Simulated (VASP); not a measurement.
A run of VASP 6.6.1 is set up as follows.

Contents of POSCAR:

```
Ir
1.0
   -1.5466789130      1.5466789130      1.5466789130
    1.5466789130     -1.5466789130      1.5466789130
    1.5466789130      1.5466789130     -1.5466789130
Ir
1
Direct
    0.0000000000      0.0000000000      0.0000000000
```

The input INCAR.step1:

```
PREC     = Accurate       # precision mode
ENCUT    = 550            # plane-wave cutoff, eV
ISMEAR   = -1             # smearing method
SIGMA    = 0.05           # smearing width, eV
LREAL    = F              # projectors in reciprocal space
LASPH    = T              # aspherical terms in the spheres
NELM     = 200            # most SCF steps
ISPIN    = 2              # spin polarisation
MAGMOM   = 1              # initial moments
LMAXMIX  = 4              # l up to which the mixer works
NBANDS   = 18             # bands
GGA      = PE             # functional
ALGO     = Normal         # electronic algorithm
EDIFF    = 1E-5           # SCF threshold, eV
LWAVE    = T              # write WAVECAR
LCHARG   = F              # write CHGCAR
GGA_COMPAT= F
```

INCAR.step2

```
PREC     = Accurate       # precision mode
ENCUT    = 550            # plane-wave cutoff, eV
EDIFF    = 1E-6           # SCF threshold, eV
ISMEAR   = -1             # smearing method
SIGMA    = 0.05           # smearing width, eV
LREAL    = F              # projectors in reciprocal space
LASPH    = T              # aspherical terms in the spheres
NELM     = 200            # most SCF steps
ALGO     = Normal         # electronic algorithm
ISIF     = 2              # what is computed and relaxed
LWAVE    = F              # write WAVECAR
LCHARG   = F              # write CHGCAR
ISPIN    = 2              # spin polarisation
MAGMOM   = 1              # initial moments
LORBIT   = 11             # projections on sites
LMAXMIX  = 4              # l up to which the mixer works
METAGGA  = R2SCAN         # meta-GGA
LMIXTAU  = T            
NBANDS   = 18             # bands
ISTART   = 1            
GGA_COMPAT= F
```

The input KPOINTS:

```
regular mesh
0
Gamma
  14 14 14
```

Potentials or basis: VASP PAW PBE potentials, release 64 (Ir_sv_GW).

The run is started by

```console
$ cat potpaw_PBE.64/Ir_sv_GW/POTCAR > POTCAR
$ cp INCAR.step1 INCAR
$ mpirun -np 1 vasp_std > vasp.out
$ cp INCAR.step2 INCAR
$ mpirun -np 1 vasp_std > vasp.out
```

Task: Predict the pressure.

Result: -2.0 GPa.

Task: What does it give for the site moments?

Result: Ir +0.83 μB.

Caveat: the PAW data sets were made with another functional, which shifts forces and pressure a little.
